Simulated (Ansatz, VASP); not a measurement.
## One calculation of CuP, two programs

```
Cu P
1.0
     2.88305    0.00000    0.00000
     0.00000    2.88305    0.00000
     0.00000    0.00000    3.77885
Cu P
1 1
Direct
  0.50000 0.50000 0.50000
  0.00000 0.00000 0.00000
```

Alike in both runs: task relaxation of cell and atoms; functional PBE; k mesh 6 × 6 × 4; occupations gaussian, width 0.1 eV; no spin polarisation.

|  | VASP | Ansatz |
| --- | --- | --- |
| version | VASP 6.6.1 | Ansatz 0.2.0 |
| potentials or method | VASP PAW PBE potentials, release 64 (Cu, P), cutoff 600 eV | scalar-relativistic, plane waves, PAW |
| valence electrons in the cell | 16 | 24 |

```csv
,VASP,Ansatz,Ansatz less VASP
"gap on the k mesh at the Fermi level, each at its own relaxed structure (eV)",none,none,-
relaxed volume (Å³/atom),13.41,13.42,+0.004
relaxed cell length with the largest relative difference (Å),3.636,3.655,+0.0185
```

A gap of «none» marks a metal or a gap that the smearing closes. VASP's potentials hold 16 valence electrons a cell and Ansatz's 24, so a difference there can come from the potentials and not from the codes.

The k mesh is coarse, so the values compare programs but aren't converged.
